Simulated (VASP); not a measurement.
TeW:

```xyz
2
Lattice="0.0000 2.9124 2.9124 2.9124 0.0000 2.9124 2.9124 2.9124 0.0000" Properties=species:S:1:pos:R:3 pbc="T T T"
W     0.0000    0.0000    0.0000
Te    1.4562    1.4562    1.4562
```

```yaml
Program: VASP 6.6.1
Task: relaxation of cell and atoms
Functional: PBE
Potentials_or_basis: VASP PAW PBE potentials, release 64 (W_sv, Te)
Cutoff: 600 eV
k_mesh: 6 × 6 × 6
Occupations: gaussian, width 0.1 eV
Spin: collinear spin
Starting_moments: "[0.94, 0.0] μB"
```

At the start: pressure 19.4 GPa; volume 24.70 Å³/atom.

Problem. Where does the relaxation end?

Solution. Over 4 steps the energy falls by 212.1 meV/atom and the volume is 28.74 Å³/atom (+16.4 %); space group F-43m (No. 216, to 0.1 Å) before and after; moment 1.40 μB per cell.

Step by step:
| step | energy change (eV) | largest force (eV/Å) | pressure (GPa) | volume (Å³) |
| --- | --- | --- | --- | --- |
| 1 | 0.0000 | 0.0000 | 19.37 | 49.41 |
| 2 | 0.4014 | 0.0000 | -11.19 | 73.99 |
| 3 | -0.4237 | 0.0000 | -0.45 | 57.72 |
| 4 | -0.4241 | 0.0000 | -0.08 | 57.49 |

Final structure:
```
CELL_PARAMETERS angstrom
0.00000 3.06327 3.06327
3.06327 0.00000 3.06327
3.06327 3.06327 0.00000
ATOMIC_POSITIONS crystal
W 0.00000 0.00000 0.00000
Te 0.25000 0.25000 0.25000
```

Caveat: the volume moved by over 15 % at a fixed basis, so the end points are rough.
